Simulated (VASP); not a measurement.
# AlSi16 (a cell with a defect) in VASP: further runs

The runs below take AlSi16 (a cell with a defect) through single point, with PBE.

Program: VASP 6.6.1. These are calculated values, not measurements. Logs are shortened: lines on timing, memory, paths and dates and some standing lists are left out, and cuts for length are marked.

**1. The cell of the first run**

The cell holds a defect, 17 atoms: a = 7.679 Å, b = 7.679 Å, c = 7.679 Å, α = 60.00°, β = 60.00°, γ = 60.00°.

**2. Single point, PBE, collinear spin**

INCAR

```
SYSTEM = AlSi16
ALGO = Normal
EDIFF = 1E-6
ENCUT = 520
GGA = PE
ISIF = 2
ISMEAR = -1
ISPIN = 2
LASPH = .True.
LCHARG = .True.
LELF = .True.
LORBIT = 11
LREAL = Auto
LVHAR = .True.
LWAVE = .False.
MAGMOM = 0 0 0 0 0 0 0 0 0 0 0 0 0 0 0 0 1
NBANDS = 52
NELM = 150
PREC = Accurate
SIGMA = 0.02
```

KPOINTS

```
k-points
0
Gamma
  2 2 2
  0 0 0
```

POSCAR

```
AlSi16
1.0
    0.0000000000      5.4300000000      5.4300000000
    5.4300000000      0.0000000000      5.4300000000
    5.4300000000      5.4300000000      0.0000000000
Si Al
16 1
Direct
   -0.0959300184     -0.0788213628      0.2193001842
    0.0620810313      0.3348987109      0.0926151013
   -0.0692725599      0.0990883978      0.3950552486
   -0.0489594843      0.2072283610      0.6238950276
   -0.0784806630      0.7152209945     -0.0045395948
    0.1670994475      0.5381307551      0.2091988950
   -0.0775138122      0.6206077348      0.5155064457
    0.0816298343      0.7108379374      0.6639318600
    0.4133057090     -0.0082044199      0.0052209945
    0.6055709024     -0.0209484346      0.1828268877
    0.3206077348      0.0615837937      0.5644567219
    0.5524585635      0.1179650092      0.6180018416
    0.4827992634      0.3656906077      0.0132965009
    0.6010773481      0.6173756906      0.1618508287
    0.4597605893      0.4783609576      0.5179189687
    0.5278913444      0.6649631676      0.6395119705
    0.8712523020      0.2940699816      0.9661694291
```

Potentials or basis: VASP PAW PBE potentials, release 64 (Si, Al).

On the command line:

```
$ cat potpaw_PBE.64/Si/POTCAR potpaw_PBE.64/Al/POTCAR > POTCAR
$ mpirun -np 1 vasp_std > vasp.out
```

OUTCAR:

```text
SYSTEM = AlSi16
   EDIFF = 1E-6
   ENCUT = 520
   GGA = PE
   ISIF = 2
   ISMEAR = -1
   ISPIN = 2
   LASPH = .True.
   LORBIT = 11
   LREAL = Auto
   NELM = 150
   PREC = Accurate

 ion  position               nearest neighbor table
   1  0.904  0.921  0.219-  10 2.24   7 2.29   3 2.48  17 2.50   6 2.62   5 2.78
   2  0.062  0.335  0.093-   3 2.23  17 2.32   5 2.39   6 2.70   9 2.74  14 3.02  13 3.08   8 3.10

   3  0.931  0.099  0.395-   2 2.23   4 2.38   1 2.48  12 2.50   8 2.70  17 3.03
   4  0.951  0.207  0.624-  11 2.36   3 2.38  17 2.73   7 2.77
   5  0.922  0.715  0.995-   8 2.22   2 2.39  14 2.45   6 2.53  10 2.56   1 2.78
   6  0.167  0.538  0.209-  13 2.24   7 2.31   5 2.53   1 2.62   2 2.70
   7  0.922  0.621  0.516-   1 2.29   6 2.31   8 2.51  16 2.57   4 2.77  17 3.06
   8  0.082  0.711  0.664-   5 2.22   7 2.51  15 2.54   3 2.70   2 3.10
   9  0.413  0.992  0.005-  10 2.41  12 2.43  14 2.43   2 2.74
  10  0.606  0.979  0.183-   1 2.24   9 2.41  13 2.44   5 2.56  11 2.80  14 2.88  16 3.06  17 3.21

  11  0.321  0.062  0.564-  12 2.28   4 2.36  16 2.54  10 2.80
  12  0.552  0.118  0.618-  15 2.28  11 2.28   9 2.43   3 2.50
  13  0.483  0.366  0.013-   6 2.24  10 2.44  17 2.61  16 2.62   2 3.08
  14  0.601  0.617  0.162-  15 2.25   9 2.43   5 2.45  17 2.86  10 2.88   2 3.02
  15  0.460  0.478  0.518-  14 2.25  12 2.28  16 2.40   8 2.54
  16  0.528  0.665  0.640-  15 2.40  11 2.54   7 2.57  13 2.62  10 3.06
  17  0.871  0.294  0.966-   2 2.32   1 2.50  13 2.61   4 2.73  14 2.86   3 3.03   7 3.06  10 3.21

  LATTYP: Found a face centered cubic cell.
 ALAT       =    10.8600000000

  Lattice vectors:

 A1 = (   0.0000000000,   5.4300000000,   5.4300000000)
 A2 = (   5.4300000000,   0.0000000000,   5.4300000000)
 A3 = (   5.4300000000,   5.4300000000,   0.0000000000)

Analysis of symmetry for initial positions (statically):
=====================================================================
 Subroutine PRICEL returns:
 Original cell was already a primitive cell.

 Routine SETGRP: Setting up the symmetry group for a
 face centered cubic supercell.

 Subroutine GETGRP returns: Found  1 space group operations
 (whereof  1 operations were pure point group operations)
 out of a pool of 48 trial point group operations.

The static configuration has the point symmetry C_1 .

Analysis of symmetry for dynamics (positions and initial velocities):
=====================================================================
 Subroutine PRICEL returns:
 Original cell was already a primitive cell.

 Routine SETGRP: Setting up the symmetry group for a
 face centered cubic supercell.

 Subroutine GETGRP returns: Found  1 space group operations
 (whereof  1 operations were pure point group operations)
 out of a pool of 48 trial point group operations.

The dynamic configuration has the point symmetry C_1 .

Analysis of structural, dynamic, and magnetic symmetry:
=====================================================================
 Subroutine PRICEL returns:
 Original cell was already a primitive cell.

 Routine SETGRP: Setting up the symmetry group for a
 face centered cubic supercell.

 Subroutine GETGRP returns: Found  1 space group operations
 (whereof  1 operations were pure point group operations)
 out of a pool of 48 trial point group operations.

The overall configuration has the point symmetry C_1 .

 Subroutine INISYM returns: Found  1 space group operations
 (whereof  1 operations are pure point group operations),
 and found     1 'primitive' translations

----------------------------------------------------------------------------------------

                                     Primitive cell

  volume of cell :     320.2060

  direct lattice vectors                    reciprocal lattice vectors
     0.000000000  5.430000000  5.430000000    -0.092081031  0.092081031  0.092081031
     5.430000000  0.000000000  5.430000000     0.092081031 -0.092081031  0.092081031
     5.430000000  5.430000000  0.000000000     0.092081031  0.092081031 -0.092081031

  length of vectors
     7.679179644  7.679179644  7.679179644     0.159489025  0.159489025  0.159489025

  position of ions in fractional coordinates (direct lattice)
[... 77 lines left out ...]
   dimension x,y,z NGX =    60 NGY =   60 NGZ =   60
   dimension x,y,z NGXF=   120 NGYF=  120 NGZF=  120
   ions per type =              16   1
   NGX,Y,Z   is equivalent  to a cutoff of  12.99, 12.99, 12.99 a.u.
   NGXF,Y,Z  is equivalent  to a cutoff of  25.98, 25.98, 25.98 a.u.
 SYSTEM =  AlSi16
   PREC   = accura    normal or accurate (medium, high low for compatibility)
   ISTART =      0    job   : 0-new  1-cont  2-samecut
   ICHARG =      2    charge: 1-file 2-atom 10-const
   ISPIN  =      2    spin polarized calculation?
   LNONCOLLINEAR =      F non collinear calculations
   LSORBIT =      F    spin-orbit coupling
   LASPH  =      T    aspherical Exc in radial PAW
   ENCUT  =  520.0 eV  38.22 Ry    6.18 a.u.  14.28 14.28 14.28*2*pi/ulx,y,z
   NELM   =    150;   NELMIN=  2; NELMDL= -5     # of ELM steps
   EDIFF  = 0.1E-05   stopping-criterion for ELM
   LREAL  =      T    real-space projection
   EDIFFG = 0.1E-04   stopping-criterion for IOM
   NSW    =      0    number of steps for IOM
   IBRION =     -1    ionic relax: 0-MD 1-quasi-New 2-CG
   NFREE  =      0    steps in history (QN), initial steepest desc. (CG)
   ISIF   =      2    stress and relaxation
   ISYM   =      2    0-nonsym 1-usesym 2-fastsym
   POTIM  = 0.5000    time-step for ionic-motion
   TEBEG  =    0.0;   TEEND  =   0.0 temperature during run
   PSTRESS=    0.0 pullay stress
   NELECT =      67.0000    total number of electrons
   NUPDOWN=      -1.0000    fix difference up-down
   EMIN   =  10.00;   EMAX   =-10.00  energy-range for DOS
   EFERMI =   0.00;   METHOD = LEGACY
   ISMEAR =    -1;   SIGMA  =   0.02  broadening in eV -4-tet -1-fermi 0-gaus
   EFERMI_NEDOS =   21; number of points for ismear=-14 and -15
   IALGO  =     38    algorithm
   IMIX   =      4    mixing-type and parameters
     AMIX     =   0.40;   BMIX     =  1.00
     AMIX_MAG =   1.60;   BMIX_MAG =  1.00
  volume/ion in A,a.u.               =      18.84       127.11
  Fermi-wavevector in a.u.,A,eV,Ry     =   0.971904  1.836632 12.852022  0.944597
  Thomas-Fermi vector in A             =   2.102159
   LORBIT       =     11    0 simple, 1 ext, 2 COOP (PROOUT), +10 PAW based schemes
   GGA     = PE    functional components
   LHFCALC =     F    Hartree Fock is set to
   AEXX    =    0.0000 exact exchange contribution
   IVDW    =     0    specifies the selected vdW correction
   LEPSILON=     F    determine dielectric tensor
   LRPA    =     F    only Hartree local field effects (RPA)
 spin polarized calculation
  energy-cutoff  :      520.00
  volume of cell :      320.21
 maximum number of plane-waves:      8646
 NGX is ok and might be reduce to    60
   NGX = 29   NGY = 29   NGZ = 29

 number of electron      67.0000000 magnetization       0.0019986

 Free energy of the ion-electron system (eV)
  ---------------------------------------------------
  ext. energy  EPLUGINS =         0.00000000
  ---------------------------------------------------
  free energy    TOTEN  =       -80.86746485 eV

  energy without entropy =      -80.85676308  energy(sigma->0) =      -80.86211397

 E-fermi :   6.6642     XC(G=0):  -9.8259

 val. band max:        6.6636212289   @ k =   0.0000   0.5000   0.5000
 cond. band min:       6.7192803251   @ k =   0.5000   0.0000   0.5000
 fundamental gap:      0.0556590963
 Fermi energy:         6.6642025885

 spin component 1

 k-point     1 :       0.0000    0.0000    0.0000
  band No.  band energies     occupation
      1      -6.0408      1.00000
      2      -3.6875      1.00000
      3      -3.4873      1.00000
      4      -3.3278      1.00000
      5      -2.9452      1.00000
      6      -2.7216      1.00000
[... 373 lines left out ...]
     44       9.7286      0.00000
     45       9.9010      0.00000
 Fermi energy:         6.6642025885

 spin component 2

 k-point     1 :       0.0000    0.0000    0.0000
  band No.  band energies     occupation
      1      -6.0407      1.00000
      2      -3.6874      1.00000
      3      -3.4872      1.00000
      4      -3.3276      1.00000
      5      -2.9451      1.00000
      6      -2.7215      1.00000
[... 373 lines left out ...]
     44       9.7287      0.00000
     45       9.9011      0.00000
 [bands above 45 left out]

------------------------ aborting loop because EDIFF is reached ----------------------------------------

  FORCE on cell =-STRESS in cart. coord.  units (eV):
  Direction    XX          YY          ZZ          XY          YZ          ZX
  --------------------------------------------------------------------------------------
  -------------------------------------------------------------------------------------
  Total       -1.4429174      4.0606771      2.7991714      3.9340474     -2.6629621     -1.3690376
  in kB       -7.2197567     20.3179343     14.0058862     19.6843324    -13.3243518     -6.8500933
  external PRESSURE =       9.0346879 kB  Pullay stress =       0.0000000 kB

 VOLUME and BASIS-vectors are now :
 -----------------------------------------------------------------------------
  energy-cutoff  :      520.00
  volume of cell :      320.21
      direct lattice vectors                 reciprocal lattice vectors
     0.000000000  5.430000000  5.430000000    -0.092081031  0.092081031  0.092081031
     5.430000000  0.000000000  5.430000000     0.092081031 -0.092081031  0.092081031
     5.430000000  5.430000000  0.000000000     0.092081031  0.092081031 -0.092081031

 POSITION                                       TOTAL-FORCE (eV/Angst)
 -----------------------------------------------------------------------------------
      6.19280      6.09990      9.91110        -0.667899      0.486814      1.256563
      2.32140      0.84000      2.15560        -0.456207      1.364618      2.133985
      2.68320      7.19900      5.59190         0.282670      1.215007     -2.018608
      4.51300      8.55190      6.28940         0.994389      0.677642      0.370217
      9.28900     10.40920      8.88750         1.642050      0.517405     -0.272960
      4.05800      2.04330      3.82940         0.197211     -0.718529     -0.567584
[... 9 lines left out ...]
      7.08330      6.33900      6.47720        -0.176868      0.521919     -0.211765
      6.84310      9.97720      6.32770        -0.543340     -1.994829     -0.446396
 -----------------------------------------------------------------------------------
    total drift:                               -0.007085     -0.001183     -0.000649

  FREE ENERGIE OF THE ION-ELECTRON SYSTEM (eV)
  ---------------------------------------------------
  free  energy   TOTEN  =       -80.8674648502 eV

  energy  without entropy=      -80.8567630801  energy(sigma->0) =      -80.86211397

 total charge

# of ion       s       p       d       tot
------------------------------------------
    1        0.813   0.867   0.000   1.680
    2        0.815   0.855   0.000   1.670
    3        0.788   0.849   0.000   1.637
    4        0.832   0.750   0.000   1.583
    5        0.795   0.869   0.000   1.664
    6        0.797   0.829   0.000   1.627
[... 9 lines left out ...]
   16        0.800   0.756   0.000   1.556
   17        0.462   0.330   0.000   0.792
--------------------------------------------------
tot         13.187  13.644   0.000  26.831

 magnetization (x)

# of ion       s       p       d       tot
------------------------------------------
    1        0.000   0.000   0.000   0.000
    2        0.000   0.000   0.000   0.000
    3        0.000   0.000   0.000   0.000
    4       -0.000   0.000   0.000   0.000
    5        0.000   0.000   0.000   0.000
    6        0.000   0.000   0.000   0.000
[... 9 lines left out ...]
   16       -0.000   0.000   0.000   0.000
   17        0.000   0.000   0.000   0.000
--------------------------------------------------
tot          0.000   0.000   0.000   0.000
```

It took 10 min on 1 thread of Oxide Virtual Turin-like, shared host; peak memory 0.67 GiB.

What came out:

```yaml
Free_energy: -80.8675 eV
Pressure: 0.9 GPa
Largest_force: 2.574 eV/Å
Net_moment: 0.00 μB per cell
Valence_electrons_inside_the_program's_atomic_spheres: Si 1.68, 1.67, 1.64, 1.58, 1.66, 1.63, 1.60, 1.59, 1.61, 1.62, 1.56 (each value once); Al 0.79
```

Forces in eV/Å, atoms in the order of the input:
```
Si  -0.668  0.487  1.257
Si  -0.456  1.365  2.134
Si   0.283  1.215 -2.019
Si   0.994  0.678  0.370
Si   1.642  0.517 -0.273
Si   0.197 -0.719 -0.568
Si   1.123  1.012 -1.951
Si  -1.966 -1.344  0.840
Si   0.317 -0.336  0.219
Si   0.924 -1.178 -0.966
Si  -2.009 -0.071 -0.492
Si   0.285  1.017  0.329
Si  -0.697 -0.130  1.148
Si  -1.098 -0.828  0.530
Si   1.849 -0.213  0.099
Si  -0.177  0.522 -0.212
Al  -0.543 -1.995 -0.446
```

Caveat: the k points lie up to 0.50 Å⁻¹ apart; the atoms stand as in a frame of molecular dynamics.

**3. Single point, PBE, collinear spin**

INCAR

```
SYSTEM = AlSi16
PREC = Accurate
ENCUT = 520
EDIFF = 1E-6
ISMEAR = -1
SIGMA = 0.02
LREAL = Auto
LASPH = .TRUE.
NELM = 150
ALGO = Normal
ISIF = 2
LWAVE = .FALSE.
LCHARG = .TRUE.
ISPIN = 2
MAGMOM = 0 0 0 0 0 0 0 0 0 0 0 0 0 0 0 0 1
LORBIT = 11
GGA = PE
LELF = .TRUE.
LVHAR = .TRUE.
NBANDS = 52
```

KPOINTS

```
regular mesh
0
G
  2 2 2
  0 0 0
```

POSCAR

```
AlSi16
1.0
    0.0000000000      5.4300000000      5.4300000000
    5.4300000000      0.0000000000      5.4300000000
    5.4300000000      5.4300000000      0.0000000000
Si Al
16 1
Direct
    0.0066942910     -0.0725506446      0.1321454880
    0.1284806630      0.3036740331      0.0923664825
   -0.0599907919      0.0705801105      0.4280939227
    0.0119521179      0.2272007366      0.5844383057
   -0.1216206262      0.7600552486      0.0334438306
    0.1580847145      0.4972007366      0.2434438306
   -0.1193830571      0.6096224678      0.5731583794
    0.0731031308      0.7034162063      0.6860128913
    0.3527808471     -0.0067034991      0.0014917127
    0.5404604052      0.0094843462      0.1960773481
    0.3762983425      0.0069797422      0.5238121547
    0.5403591160      0.1332872928      0.6564364641
    0.4791620626      0.3765285451     -0.0135267035
    0.5699263352      0.5986003683      0.1277532228
    0.4501841621      0.5195580110      0.5214364641
    0.5388305709      0.6406721915      0.6797145488
    0.8491528545      0.3423204420      0.9159852670
```

Potentials or basis: VASP PAW PBE potentials, release 64 (Si, Al).

On the command line:

```
$ cat potpaw_PBE.64/Si/POTCAR potpaw_PBE.64/Al/POTCAR > POTCAR
$ mpirun -np 1 vasp_std > vasp.out
```

Run time: 15 min. Hardware: 1 thread of Oxide Virtual Turin-like, shared host; peak memory 0.67 GiB.

The run converged. Its results:

| Item | Value |
| --- | --- |
| Free energy | -81.7081 eV |
| Pressure | -0.7 GPa |
| Largest force | 3.038 eV/Å |
| Net moment | 0.00 μB per cell |
| Valence electrons inside the program's atomic spheres | Si 1.56, 1.59, 1.57, 1.61, 1.60, 1.66, 1.64, 1.65, 1.67, 1.68, 1.62, 1.71 (each value once); Al 0.79 |

Forces in eV/Å, atoms in the order of the input:
```
Si   0.400  0.389 -0.007
Si   0.237 -0.651 -0.199
Si   0.216 -0.049 -1.216
Si  -0.152 -0.043  0.217
Si  -0.413  0.158 -0.751
Si   1.135 -0.706  0.019
Si  -0.673  0.173  2.392
Si   0.002 -0.695  0.054
Si  -0.589  1.426 -1.112
Si  -2.665 -1.186  0.845
Si   2.610  1.552  0.102
Si  -1.316 -1.223  1.096
Si   0.551  0.842 -1.125
Si   1.180  0.281  0.578
Si  -0.869 -0.470 -0.672
Si   0.130 -1.458  0.287
Al   0.216  1.661 -0.509
```

Stress tensor (GPa, compression positive):
```
-0.12  0.08 -2.07
 0.08 -1.53 -1.50
-2.07 -1.50 -0.33
```

Levels at points of the mesh, in eV from the Fermi level:
Spin up:
| k point | band 30 | band 31 | band 32 | band 33 | band 34 | band 35 | band 36 | band 37 |
| --- | --- | --- | --- | --- | --- | --- | --- | --- |
| (0.00, 0.00, 0.00) | -0.71 | -0.61 | -0.23 | -0.17 | 0.01 | 0.14 | 0.41 | 0.49 |
| (0.50, 0.00, 0.00) | -1.15 | -0.90 | -0.79 | -0.25 | -0.17 | 0.22 | 0.66 | 0.69 |
| (0.00, 0.50, 0.00) | -1.03 | -0.69 | -0.42 | -0.25 | -0.09 | 0.28 | 0.51 | 0.84 |
| (0.00, 0.00, 0.50) | -1.20 | -0.82 | -0.79 | -0.72 | 0.01 | 0.51 | 0.71 | 0.82 |
| (0.50, 0.50, 0.50) | -1.21 | -0.47 | -0.29 | -0.25 | -0.19 | 0.26 | 0.41 | 0.85 |
| (0.50, 0.50, 0.00) | -1.27 | -0.75 | -0.41 | 0.02 | 0.08 | 0.36 | 0.60 | 0.86 |
| (0.00, 0.50, 0.50) | -1.17 | -0.66 | -0.51 | -0.23 | 0.10 | 0.13 | 0.38 | 0.82 |
| (0.50, 0.00, 0.50) | -1.14 | -0.96 | -0.64 | -0.39 | -0.06 | 0.55 | 0.71 | 1.10 |
Spin down:
| k point | band 29 | band 30 | band 31 | band 32 | band 33 | band 34 | band 35 | band 36 | band 37 | band 38 |
| --- | --- | --- | --- | --- | --- | --- | --- | --- | --- | --- |
| (0.00, 0.00, 0.00) | -0.83 | -0.71 | -0.61 | -0.23 | -0.17 | 0.01 | 0.14 | 0.41 | 0.49 | 0.72 |
| (0.50, 0.00, 0.00) | -1.33 | -1.15 | -0.90 | -0.79 | -0.25 | -0.17 | 0.22 | 0.66 | 0.69 | 1.29 |
| (0.00, 0.50, 0.00) | -1.42 | -1.03 | -0.69 | -0.42 | -0.25 | -0.09 | 0.28 | 0.51 | 0.84 | 0.98 |
| (0.00, 0.00, 0.50) | -1.35 | -1.20 | -0.82 | -0.79 | -0.72 | 0.01 | 0.51 | 0.71 | 0.82 | 1.41 |
| (0.50, 0.50, 0.50) | -1.65 | -1.21 | -0.47 | -0.29 | -0.25 | -0.19 | 0.26 | 0.41 | 0.85 | 1.23 |
| (0.50, 0.50, 0.00) | -1.41 | -1.27 | -0.75 | -0.41 | 0.02 | 0.08 | 0.36 | 0.60 | 0.86 | 1.16 |
| (0.00, 0.50, 0.50) | -1.31 | -1.17 | -0.66 | -0.51 | -0.23 | 0.10 | 0.13 | 0.38 | 0.82 | 1.12 |
| (0.50, 0.00, 0.50) | -1.36 | -1.14 | -0.96 | -0.64 | -0.39 | -0.06 | 0.55 | 0.71 | 1.10 | 1.27 |

Caveat: the k points lie up to 0.50 Å⁻¹ apart; the atoms stand as in a frame of molecular dynamics.
